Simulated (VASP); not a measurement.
# ZnO (P6_3mc) in VASP: notebook

ZnO is run at these levels: PBE; tasks: single point.

Everything below comes from runs of VASP 6.6.1. Logs are shortened: lines on timing, memory, paths and dates and some standing lists are left out, and cuts for length are marked.

## 1. The cell of the first run

Symmetry: P6_3mc, No. 186, hexagonal system. Conventional cell: a = 3.250 Å, b = 3.250 Å, c = 5.207 Å, α = 90.00°, β = 90.00°, γ = 120.00°. Within 2.6 Å of Zn (site symmetry 3m) lie 4 O at 1.97 to 1.99 Å. O (site symmetry 3m) has 4 Zn at 1.97 to 1.99 Å within 2.6 Å.

## 2. Single point, PBE

Input file INCAR:

```
PREC = Accurate ; ENCUT = 520
EDIFF = 1E-7 ; ISMEAR = 0
SIGMA = 0.01 ; LREAL = False
LASPH = True ; NELM = 60
ALGO = Normal ; ISIF = 2
LWAVE = False ; LCHARG = False
GGA = PE ; NBANDS = 26
```

Input file KPOINTS:

```
regular mesh
0
Gamma
  9 9 6
```

Input file POSCAR:

```
ZnO
1.0
    3.2498000000      0.0000000000      0.0000000000
   -1.6249000000      2.8144093572      0.0000000000
    0.0000000000      0.0000000000      5.2066000000
Zn O
2 2
Direct
    0.3333333333      0.6666666667      0.0000000000
    0.6666666667      0.3333333333      0.5000000000
    0.3333333333      0.6666666667      0.3819000000
    0.6666666667      0.3333333333      0.8819000000
```

Potentials or basis: VASP PAW PBE potentials, release 64 (Zn, O).

Run with:

```bash
$ cat potpaw_PBE.64/Zn/POTCAR potpaw_PBE.64/O/POTCAR > POTCAR
$ mpirun -np 1 vasp_std > vasp.out
```

OUTCAR:

```text
PREC = Accurate
   ENCUT = 520
   EDIFF = 1E-7
   ISMEAR = 0
   LREAL = False
   LASPH = True
   NELM = 60
   ISIF = 2
   GGA = PE

 ion  position               nearest neighbor table
   1  0.333  0.667  0.000-   4 1.97   4 1.97   4 1.97   3 1.99
   2  0.667  0.333  0.500-   3 1.97   3 1.97   3 1.97   4 1.99
   3  0.333  0.667  0.382-   2 1.97   2 1.97   2 1.97   1 1.99
   4  0.667  0.333  0.882-   1 1.97   1 1.97   1 1.97   2 1.99

  LATTYP: Found a hexagonal cell.
 ALAT       =     3.2498000000
 C/A-ratio  =     1.6021293618

  Lattice vectors:

 A1 = (   3.2498000000,   0.0000000000,   0.0000000000)
 A2 = (  -1.6249000000,   2.8144093572,   0.0000000000)
 A3 = (   0.0000000000,   0.0000000000,   5.2066000000)

Analysis of symmetry for initial positions (statically):
=====================================================================
 Subroutine PRICEL returns:
 Original cell was already a primitive cell.

 Routine SETGRP: Setting up the symmetry group for a
 hexagonal supercell.

 Subroutine GETGRP returns: Found 12 space group operations
 (whereof  6 operations were pure point group operations)
 out of a pool of 24 trial point group operations.

The static configuration has the point symmetry C_3v.
 The point group associated with its full space group is C_6v.

Analysis of symmetry for dynamics (positions and initial velocities):
=====================================================================
 Subroutine PRICEL returns:
 Original cell was already a primitive cell.

 Routine SETGRP: Setting up the symmetry group for a
 hexagonal supercell.

 Subroutine GETGRP returns: Found 12 space group operations
 (whereof  6 operations were pure point group operations)
 out of a pool of 24 trial point group operations.

The dynamic configuration has the point symmetry C_3v.
 The point group associated with its full space group is C_6v.

 Subroutine INISYM returns: Found 12 space group operations
 (whereof  6 operations are pure point group operations),
 and found     1 'primitive' translations

----------------------------------------------------------------------------------------

                                     Primitive cell

  volume of cell :      47.6210

  direct lattice vectors                    reciprocal lattice vectors
     3.249800000  0.000000000  0.000000000     0.307711244  0.177657169  0.000000000
    -1.624900000  2.814409357  0.000000000     0.000000000  0.355314339  0.000000000
     0.000000000  0.000000000  5.206600000     0.000000000  0.000000000  0.192063919

  length of vectors
     3.249800000  3.249800000  5.206600000     0.355314339  0.355314339  0.192063919

  position of ions in fractional coordinates (direct lattice)
     0.333333333  0.666666667  0.000000000
     0.666666667  0.333333333  0.500000000
     0.333333333  0.666666667  0.381900000
     0.666666667  0.333333333  0.881900000

  ion indices of the primitive-cell ions
   primitive index   ion index
                 1           1
                 2           2
                 3           3
                 4           4

----------------------------------------------------------------------------------------

 KPOINTS: regular mesh

Automatic generation of k-mesh.
 Grid dimensions read from file:
 generate k-points for:    9    9    6

 Generating k-lattice:

  Cartesian coordinates                     Fractional coordinates (reciprocal lattice)
     0.034190138  0.019739685  0.000000000     0.111111111  0.000000000  0.000000000
     0.000000000  0.039479371  0.000000000     0.000000000  0.111111111  0.000000000
     0.000000000  0.000000000  0.032010653     0.000000000  0.000000000  0.166666667

  Length of vectors
     0.039479371  0.039479371  0.032010653

  Shift w.r.t. Gamma in fractional coordinates (k-lattice)
     0.000000000  0.000000000  0.000000000

 Subroutine IBZKPT returns following result:
 ===========================================

 Found     48 irreducible k-points:

 Following reciprocal coordinates:
            Coordinates               Weight
  0.000000  0.000000  0.000000      1.000000
  0.111111  0.000000  0.000000      6.000000
  0.222222  0.000000  0.000000      6.000000
  0.333333  0.000000  0.000000      6.000000
  0.444444  0.000000  0.000000      6.000000
  0.111111  0.111111  0.000000      6.000000
[... 16 lines left out ...]
  0.333333  0.222222  0.166667     24.000000
  0.333333  0.333333  0.166667      4.000000
 [... further k-points ...]
   k-points           NKPTS =     48   k-points in BZ     NKDIM =     48   number of bands    NBANDS=     26
   number of dos      NEDOS =    301   number of ions     NIONS =      4
   total plane-waves  NPLWV =  23040
   dimension x,y,z NGX =    24 NGY =   24 NGZ =   40
   dimension x,y,z NGXF=    48 NGYF=   48 NGZF=   80
   ions per type =               2   2
   NGX,Y,Z   is equivalent  to a cutoff of  12.28, 12.28, 12.77 a.u.
   NGXF,Y,Z  is equivalent  to a cutoff of  24.55, 24.55, 25.54 a.u.
 SYSTEM =  unknown system
   PREC   = accura    normal or accurate (medium, high low for compatibility)
   ISTART =      0    job   : 0-new  1-cont  2-samecut
   ICHARG =      2    charge: 1-file 2-atom 10-const
   ISPIN  =      1    spin polarized calculation?
   LNONCOLLINEAR =      F non collinear calculations
   LSORBIT =      F    spin-orbit coupling
   LASPH  =      T    aspherical Exc in radial PAW
   ENCUT  =  520.0 eV  38.22 Ry    6.18 a.u.   6.04  6.04  9.68*2*pi/ulx,y,z
   NELM   =     60;   NELMIN=  2; NELMDL= -5     # of ELM steps
   EDIFF  = 0.1E-06   stopping-criterion for ELM
   LREAL  =      F    real-space projection
   EDIFFG = 0.1E-05   stopping-criterion for IOM
   NSW    =      0    number of steps for IOM
   IBRION =     -1    ionic relax: 0-MD 1-quasi-New 2-CG
   NFREE  =      0    steps in history (QN), initial steepest desc. (CG)
   ISIF   =      2    stress and relaxation
   ISYM   =      2    0-nonsym 1-usesym 2-fastsym
   POTIM  = 0.5000    time-step for ionic-motion
   TEBEG  =    0.0;   TEEND  =   0.0 temperature during run
   PSTRESS=    0.0 pullay stress
   NELECT =      36.0000    total number of electrons
   NUPDOWN=      -1.0000    fix difference up-down
   EMIN   =  10.00;   EMAX   =-10.00  energy-range for DOS
   EFERMI =   0.00;   METHOD = LEGACY
   ISMEAR =     0;   SIGMA  =   0.01  broadening in eV -4-tet -1-fermi 0-gaus
   EFERMI_NEDOS =   21; number of points for ismear=-14 and -15
   IALGO  =     38    algorithm
   IMIX   =      4    mixing-type and parameters
     AMIX     =   0.40;   BMIX     =  1.00
     AMIX_MAG =   1.60;   BMIX_MAG =  1.00
  volume/ion in A,a.u.               =      11.91        80.34
  Fermi-wavevector in a.u.,A,eV,Ry     =   1.491339  2.818222 30.260597  2.224091
  Thomas-Fermi vector in A             =   2.604006
   LORBIT       =      0    0 simple, 1 ext, 2 COOP (PROOUT), +10 PAW based schemes
   GGA     = PE    functional components
   LHFCALC =     F    Hartree Fock is set to
   AEXX    =    0.0000 exact exchange contribution
   IVDW    =     0    specifies the selected vdW correction
   LEPSILON=     F    determine dielectric tensor
   LRPA    =     F    only Hartree local field effects (RPA)
 non-spin polarized calculation
 Gauss-broadening in eV      SIGMA  =   0.01
  energy-cutoff  :      520.00
  volume of cell :       47.62
 maximum number of plane-waves:      1302
   NGX = 13   NGY = 13   NGZ = 19

 number of electron      36.0000017 magnetization

 Free energy of the ion-electron system (eV)
  ---------------------------------------------------
  ext. energy  EPLUGINS =         0.00000000
  ---------------------------------------------------
  free energy    TOTEN  =       -17.82374211 eV

  energy without entropy =      -17.82374211  energy(sigma->0) =      -17.82374211

 E-fermi :   1.2970     XC(G=0): -10.9088

 val. band max:        1.2011996301   @ k =   0.0000   0.0000   0.0000
 cond. band min:       1.9890936238   @ k =   0.0000   0.0000   0.0000
 fundamental gap:      0.7878939937
 Fermi energy:         1.2969716417

 k-point     1 :       0.0000    0.0000    0.0000
  band No.  band energies     occupation
      1     -16.8875      2.00000
      2     -16.1597      2.00000
      3      -4.5024      2.00000
      4      -4.5024      2.00000
      5      -4.4184      2.00000
      6      -4.4072      2.00000
[... 18 lines left out ...]
     25      15.3095      0.00000
     26      15.3095      0.00000

 k-point     2 :       0.1111    0.0000    0.0000
  band No.  band energies     occupation
      1     -16.8205      2.00000
      2     -16.1304      2.00000
      3      -4.5781      2.00000
      4      -4.4620      2.00000
      5      -4.3819      2.00000
      6      -4.3414      2.00000
[... 18 lines left out ...]
     25      15.4388      0.00000
     26      15.4637      0.00000

 k-point     3 :       0.2222    0.0000    0.0000
  band No.  band energies     occupation
      1     -16.6411      2.00000
      2     -16.0603      2.00000
      3      -4.7248      2.00000
      4      -4.3979      2.00000
      5      -4.3665      2.00000
      6      -4.2428      2.00000
[... 18 lines left out ...]
     25      14.6737      0.00000
     26      15.4646      0.00000

 k-point     4 :       0.3333    0.0000    0.0000
  band No.  band energies     occupation
      1     -16.4131      2.00000
      2     -15.9957      2.00000
      3      -4.8025      2.00000
      4      -4.4491      2.00000
      5      -4.2778      2.00000
      6      -4.0717      2.00000
[... 18 lines left out ...]
     25      14.6373      0.00000
     26      15.2837      0.00000
[... 496 lines left out ...]
      1     -16.2793      2.00000
      2     -15.9975      2.00000
      3      -4.6333      2.00000
      4      -4.5470      2.00000
      5      -4.1880      2.00000
      6      -4.1503      2.00000
[... 18 lines left out ...]
     25      13.1198      0.00000
     26      16.3421      0.00000

 k-point    23 :       0.3333    0.2222    0.1667
  band No.  band energies     occupation
      1     -16.1323      2.00000
      2     -15.9933      2.00000
      3      -4.5673      2.00000
      4      -4.3745      2.00000
      5      -4.2097      2.00000
      6      -4.0249      2.00000
[... 18 lines left out ...]
     25      13.8847      0.00000
     26      15.3848      0.00000

 k-point    24 :       0.3333    0.3333    0.1667
  band No.  band energies     occupation
      1     -16.0371      2.00000
      2     -16.0371      2.00000
      3      -4.4941      2.00000
      4      -4.2415      2.00000
      5      -4.2415      2.00000
      6      -3.8933      2.00000
[... 18 lines left out ...]
     25      14.6030      0.00000
     26      15.5627      0.00000

 [... further k-points ...]
[... 5 lines left out ...]
  --------------------------------------------------------------------------------------
  -------------------------------------------------------------------------------------
  Total        1.7242121      1.7242121      1.8031200      0.0000000     -0.0000000      0.0000000
  in kB       58.0100381     58.0100381     60.6648462      0.0000000     -0.0000000      0.0000000
  external PRESSURE =      58.8949742 kB  Pullay stress =       0.0000000 kB

 VOLUME and BASIS-vectors are now :
 -----------------------------------------------------------------------------
  energy-cutoff  :      520.00
  volume of cell :       47.62
      direct lattice vectors                 reciprocal lattice vectors
     3.249800000  0.000000000  0.000000000     0.307711244  0.177657169  0.000000000
    -1.624900000  2.814409357  0.000000000     0.000000000  0.355314339  0.000000000
     0.000000000  0.000000000  5.206600000     0.000000000  0.000000000  0.192063919

 POSITION                                       TOTAL-FORCE (eV/Angst)
 -----------------------------------------------------------------------------------
     -0.00000      1.87627      0.00000         0.000000      0.000000      0.029881
      1.62490      0.93814      2.60330        -0.000000     -0.000000      0.029881
     -0.00000      1.87627      1.98840        -0.000000      0.000000     -0.029881
      1.62490      0.93814      4.59170         0.000000      0.000000     -0.029881
 -----------------------------------------------------------------------------------
    total drift:                               -0.000000     -0.000000     -0.000095

  FREE ENERGIE OF THE ION-ELECTRON SYSTEM (eV)
  ---------------------------------------------------
  free  energy   TOTEN  =       -17.8237421108 eV

  energy  without entropy=      -17.8237421108  energy(sigma->0) =      -17.82374211
```

It took 1.9 min on 1 thread of AMD EPYC 7R13, shared host; peak memory 0.16 GiB.

Results:

```yaml
Free_energy: -17.8237 eV
Pressure: 5.9 GPa
Largest_force: 0.030 eV/Å
Band_gap_on_the_k_mesh: 0.79 eV, direct
```

Forces on the atoms (eV/Å):
```
Zn   0.000  0.000  0.030
Zn   0.000  0.000  0.030
O    0.000  0.000 -0.030
O    0.000  0.000 -0.030
```

Stress tensor (GPa, compression positive):
```
5.80 0.00 0.00
0.00 5.80 0.00
0.00 0.00 6.07
```

## 3. Single point, PBE

Input file INCAR:

```
PREC = Accurate
ENCUT = 520
EDIFF = 1E-7
ISMEAR = 0
SIGMA = 0.01
LREAL = F
LASPH = T
NELM = 80
ALGO = Normal
ISIF = 2
LWAVE = F
LCHARG = F
GGA = PE
NBANDS = 26
```

Input file KPOINTS:

```
Automatic mesh
0
Gamma
  9 9 6
```

Changes to POSCAR since step 2:

```diff
@@ -10,3 +10,3 @@
     0.6666666667      0.3333333333      0.5000000000
-    0.3333333333      0.6666666667      0.3819000000
-    0.6666666667      0.3333333333      0.8819000000
+    0.3333333333      0.6666666667      0.3850000000
+    0.6666666667      0.3333333333      0.8850000000
```

Potentials or basis: VASP PAW PBE potentials, release 64 (Zn, O).

Run with:

```bash
$ cat potpaw_PBE.64/Zn/POTCAR potpaw_PBE.64/O/POTCAR > POTCAR
$ mpirun -np 1 vasp_std > vasp.out
```

It took 1.7 min on 1 thread of AMD EPYC 7R13, shared host; peak memory 0.16 GiB.

It converged, with:

```yaml
Free_energy: -17.8212 eV
Pressure: 5.9 GPa
Largest_force: 0.130 eV/Å
Band_gap_on_the_k_mesh: 0.79 eV, direct
```

Forces in eV/Å, atoms in the order of the input:
```
Zn   0.000  0.000  0.130
Zn   0.000  0.000  0.130
O    0.000  0.000 -0.130
O    0.000  0.000 -0.130
```

Stress tensor (GPa, compression positive):
```
6.32 0.00 0.00
0.00 6.32 0.00
0.00 0.00 5.09
```

Levels at points of the mesh, in eV from the valence-band top:
```
           k point  band 14  band 15  band 16  band 17  band 18  band 19  band 20  band 21  band 22  band 23
(0.00, 0.00, 0.00)    -0.76    -0.76    -0.12     0.00     0.00     0.79     5.17     8.23    12.83    12.83
(0.00, 0.00, 0.50)    -2.24    -0.38    -0.38    -0.38    -0.38     3.45     3.45    10.06    10.06    13.11
```

A hybrid or GW would open this gap; PBE tends to underestimate it.
